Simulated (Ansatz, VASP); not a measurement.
**TaN in VASP and in Ansatz**

The input INCAR:

```
SYSTEM = TaN
  ALGO = Normal
  EDIFF = 1E-6
  ENCUT = 600
  GGA = PE
  GGA_COMPAT = .False.
  ISIF = 2
  ISMEAR = -1
  LASPH = .True.
  LCHARG = .True.
  LELF = .True.
  LREAL = .False.
  LVHAR = .True.
  LWAVE = .False.
  NBANDS = 24
  NELM = 120
  PREC = Accurate
  SIGMA = 0.03
```

KPOINTS

```
k-points
0
Gamma
  7 7 4
  0 0 0
```

POSCAR

```
TaN
1.0
    3.0500000000      0.0000000000      0.0000000000
   -1.5250000000      2.6413774815      0.0000000000
    0.0000000000      0.0000000000      4.9400000000
Ta N
2 2
Direct
    0.2833333333      0.6416666667     -0.0086250000
    0.6666666667      0.3333333333      0.5000000000
    0.3333333333      0.6666666667      0.3850000000
    0.7166666667      0.3583333333      0.8936250000
```

Input for Ansatz:

```yaml
crystal:
  lattice:
    - [3.05, 0.0, 0.0]
    - [-1.525, 2.6413774815, 0.0]
    - [0.0, 0.0, 4.94]
  atoms:
    - { symbol: Ta, position: [0.2833333333, 0.6416666667, -0.008625] }
    - { symbol: Ta, position: [0.6666666667, 0.3333333333, 0.5] }
    - { symbol: "N", position: [0.3333333333, 0.6666666667, 0.385] }
    - { symbol: "N", position: [0.7166666667, 0.3583333333, 0.893625] }
kpoints:
  mp_grid: { grid: [7, 7, 4] }
scf:
  occupations: { method: fermi_dirac, width: 0.03 }
hamiltonian:
  xc: pbe
  pseudopotentials: { kind: paw }
output:
  forces: true
  stress: true
  eigenvalues: true
  populations: true
```

Change from the starting cell: shortest bond scaled by 0.85, PAW files.

Alike in both runs: task single point; functional PBE; k mesh 7 × 7 × 4; occupations fermi-dirac, width 0.03 eV; no spin polarisation.

|  | VASP | Ansatz |
| --- | --- | --- |
| version | VASP 6.6.1 | Ansatz 0.2.0 |
| potentials or method | VASP PAW PBE potentials, release 64 (Ta_pv, N) | PAW with Ansatz's default frozen-core files, scalar-relativistic |
| plane-wave cutoff (eV) | 600 | 420 |
| valence electrons in the cell | 32 | 36 |

```csv
,VASP,Ansatz,Ansatz less VASP
pressure (GPa),158.7,154.0,-4.69
"traceless stress, the component that is largest in VASP (GPa)",52.84,50.34,-2.499
rms of the force components (eV/Å),7.643,7.215,-0.4272
```

Atom by atom the forces differ by 0.430 eV/Å (rms over components). Both programs put the cell under a high pressure, so it lies far from rest at this level. The functional is the same, so the differences come from potentials, cutoffs and numerics. VASP's potentials hold 32 valence electrons a cell and Ansatz's 36, so a difference there can come from the potentials and not from the codes.

Spin-orbit coupling is off throughout. Noted on VASP's run: the cell as given lies far from equilibrium.
